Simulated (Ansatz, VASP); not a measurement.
Two plane-wave programs on Bi

```xyz
2
Lattice="4.4890 0.0000 0.0000 -2.2445 3.8876 0.0000 0.0000 0.0000 28.0000" Properties=species:S:1:pos:R:3 pbc="T T T"
Bi    0.0000    2.5917   15.1090
Bi    2.2445    1.2959   12.8910
```

Alike in both runs: task single point; functional PBE; k mesh 9 × 9 × 1; occupations gaussian, width 0.02 eV; no spin polarisation.

|  | VASP | Ansatz |
| --- | --- | --- |
| version | VASP 6.6.1 | Ansatz 0.2.0 |
| potentials or method | VASP PAW PBE potentials, release 64 (Bi_d), cutoff 520 eV | scalar-relativistic, plane waves, PAW |
| valence electrons in the cell | 30 | 30 |

|  | VASP | Ansatz | Ansatz less VASP |
| --- | --- | --- | --- |
| gap on the k mesh at the Fermi level (eV) | 0.01 | 0.01 | 0.000 |
| least direct gap on the mesh (eV) | 0.22 | 0.23 | +0.005 |
| rms of the force components (eV/Å) | 1.462 | 1.465 | +0.0026 |

Atom by atom the forces differ by 0.003 eV/Å (rms over components).

Spin-orbit coupling is off throughout.
